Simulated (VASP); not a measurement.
Wanted: the native input for a VASP 6.6.1 run.

```
Task                   : relaxation of cell and atoms
Functional             : PBE
Potentials or basis    : VASP PAW PBE potentials, release 64 (In_d, Pd)
Cutoff                 : 600 eV
k mesh                 : 8 × 8 × 8
Occupations            : fermi-dirac, width 0.05 eV
Spin                   : no spin polarisation
Target pressure        : 5 GPa
Dipole correction      : no
Further INCAR settings : ALGO = Fast; EDIFF = 1e-06; IBRION = 2; EDIFFG = -0.01; NSW = 60; ISIF = 3
```

The structure of InPd lies in POSCAR:

```
InPd
1.0
    3.2718847800      0.0000000000      0.0000000000
    0.0000000000      3.2718847800      0.0000000000
    0.0000000000      0.0000000000      3.2718847800
In Pd
1 1
Direct
    0.0000000000      0.0000000000      0.0000000000
    0.5000000000      0.5000000000      0.5000000000
```

One way to write it, as run:

INCAR

```
SYSTEM = InPd
  PREC = Accurate
  ENCUT = 600
  EDIFF = 1E-6
  ISMEAR = -1
  SIGMA = 0.05
  LREAL = .FALSE.
  LASPH = .TRUE.
  NELM = 60
  ALGO = Fast
  ISIF = 3
  LWAVE = .FALSE.
  LCHARG = .FALSE.
  GGA = PE
  IBRION = 2
  NSW = 60
  EDIFFG = -0.01
  PSTRESS = 50.0
```

KPOINTS

```
regular mesh
0
G
  8 8 8
  0 0 0
```

Potentials or basis: VASP PAW PBE potentials, release 64 (In_d, Pd).

The run is started by

```console
$ cat potpaw_PBE.64/In_d/POTCAR potpaw_PBE.64/Pd/POTCAR > POTCAR
$ mpirun -np 1 vasp_std > vasp.out
```

Results of the run:

```json
{"Relaxed volume": "17.34 Å³/atom", "Relaxed cell": "a = 3.261 Å, b = 3.261 Å, c = 3.261 Å, α = 90.00°, β = 90.00°, γ = 90.00°", "Space group after relaxing (to 0.05 Å)": "Pm-3m (No. 221)", "Energy change on relaxing (the enthalpy is what falls)": "+4.7 meV/atom", "Ionic steps": "6", "Pressure after relaxing": "5.1 GPa"}
```

Caveat: the cell is relaxed towards a set pressure, so the enthalpy falls and the energy may rise.

It took 49 s on 1 thread of Intel(R) Xeon(R) 6975P-C (Granite Rapids), with other jobs on the host, peak memory 0.17 GiB.
